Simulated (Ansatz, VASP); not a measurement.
**InP in VASP and in Ansatz**

The input INCAR:

```
SYSTEM = InP
PREC = Accurate ; ENCUT = 520
EDIFF = 1E-8 ; ISMEAR = -1
SIGMA = 0.03 ; LREAL = .FALSE.
LASPH = .TRUE. ; NELM = 100
ALGO = Normal ; ISIF = 2
LWAVE = .FALSE. ; LCHARG = .FALSE.
GGA = PS ; LEFG = .TRUE.
NBANDS = 16
```

Contents of KPOINTS:

```
regular mesh
0
G
  11 11 11
  0 0 0
```

File POSCAR:

```
InP
1.0
    0.0000000000      2.8550000000      2.7979000000
    2.8550000000      0.0000000000      2.7979000000
    2.8550000000      2.8550000000      0.0000000000
In P
1 1
Direct
    0.0000000000      0.0000000000      0.0000000000
    0.5000000000      0.5000000000      0.5000000000
```

Input for Ansatz:

```yaml
crystal:
  lattice:
    - [0.0, 2.855, 2.7979]
    - [2.855, 0.0, 2.7979]
    - [2.855, 2.855, 0.0]
  atoms:
    - { symbol: In, position: [0.0, 0.0, 0.0] }
    - { symbol: P, position: [0.5, 0.5, 0.5] }
kpoints:
  mp_grid: { grid: [11, 11, 11] }
scf:
  occupations: { method: fermi_dirac, width: 0.03 }
hamiltonian:
  xc: pbesol
  pseudopotentials: { kind: all_electron, datasets: crystal }
output:
  forces: true
  stress: true
  eigenvalues: true
  efg: { contact_densities: true }
```

Change from the starting cell: zz strain of -2 %, crystal datasets.

Alike in both runs: task electric field gradients; functional PBEsol; k mesh 11 × 11 × 11; occupations fermi-dirac, width 0.03 eV; no spin polarisation.

|  | VASP | Ansatz |
| --- | --- | --- |
| version | VASP 6.6.1 | Ansatz 0.2.0 |
| potentials or method | VASP PAW PBE potentials, release 64 (In_d, P), cutoff 520 eV | all-electron PAW with datasets made for the crystal, scalar-relativistic |

```tsv
	VASP	Ansatz	Ansatz less VASP
pressure (GPa)	-7.3	-7.3	-0.01
traceless stress, the component that is largest in VASP (GPa)	1.19	1.19	-0.001
size of Vzz on the site where it differs most (V/Å²)	19.1	18.6	-0.55
```

VASP's potentials were made for PBE, not for PBEsol. Ansatz ran all-electron here, and VASP with PAW potentials.
